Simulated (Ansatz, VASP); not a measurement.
**Two plane-wave programs on CaOsO3**

INCAR

```
SYSTEM = CaOsO3
ALGO = Normal
EDIFF = 1E-6
ENCUT = 520
GGA = CA
ISIF = 2
ISMEAR = -1
LASPH = .TRUE.
LCHARG = .FALSE.
LREAL = .FALSE.
LWAVE = .FALSE.
NBANDS = 26
NELM = 100
PREC = Accurate
SIGMA = 0.15
```

Contents of KPOINTS:

```
k-points
0
G
  9 9 9
  0 0 0
```

Contents of POSCAR:

```
CaOsO3
1.0
    3.9521600000      0.0658693333      0.0000000000
    0.0658693333      3.9521600000      0.0000000000
    0.0000000000      0.0000000000      3.9521600000
Ca Os O
1 1 3
Direct
    0.0000000000      0.0000000000      0.0000000000
    0.5000000000      0.5000000000      0.5000000000
    0.5000000000      0.5000000000      0.0000000000
    0.5000000000      0.0000000000      0.5000000000
    0.0000000000      0.5000000000      0.5000000000
```

Input for Ansatz:

```yaml
crystal:
  lattice:
    - [3.95216, 0.06586933333333332, 0.0]
    - [0.06586933333333332, 3.95216, 0.0]
    - [0.0, 0.0, 3.95216]
  atoms:
    - { symbol: Ca, position: [0.0, 0.0, 0.0] }
    - { symbol: Os, position: [0.5, 0.5, 0.5] }
    - { symbol: O, position: [0.5, 0.5, 0.0] }
    - { symbol: O, position: [0.5, 0.0, 0.5] }
    - { symbol: O, position: [0.0, 0.5, 0.5] }
basis:
  ecutwfc: 520.0
kpoints:
  mp_grid:
    grid: [9, 9, 9]
hamiltonian:
  xc: lda
  pseudopotentials:
    kind: paw
scf:
  occupations:
    method: fermi_dirac
    width: 0.15
output:
  stress: true
```

Alike in both runs: task single point; functional LDA; k mesh 9 × 9 × 9; occupations fermi-dirac, width 0.15 eV; no spin polarisation.

|  | VASP | Ansatz |
| --- | --- | --- |
| version | VASP 6.6.1 | Ansatz 0.2.0 |
| potentials or method | VASP PAW LDA potentials, release 64 (Ca_sv, Os, O), cutoff 520 eV | plane waves, PAW |
| valence electrons in the cell | 36 | 44 |

Ansatz gave:

| Item | Value |
| --- | --- |
| pressure (GPa) | -14.2 |
| traceless stress, the component that is largest in VASP (GPa) | -0.89 |

Estimate VASP's values.

pressure (GPa): -11.9; traceless stress, the component that is largest in VASP (GPa): -0.87.

LDA's correlation is that of Perdew and Zunger in VASP and of Perdew and Wang (1992) in Ansatz. VASP's potentials hold 36 valence electrons a cell and Ansatz's 44, so a difference there can come from the potentials and not from the codes.

Spin-orbit coupling is off throughout.
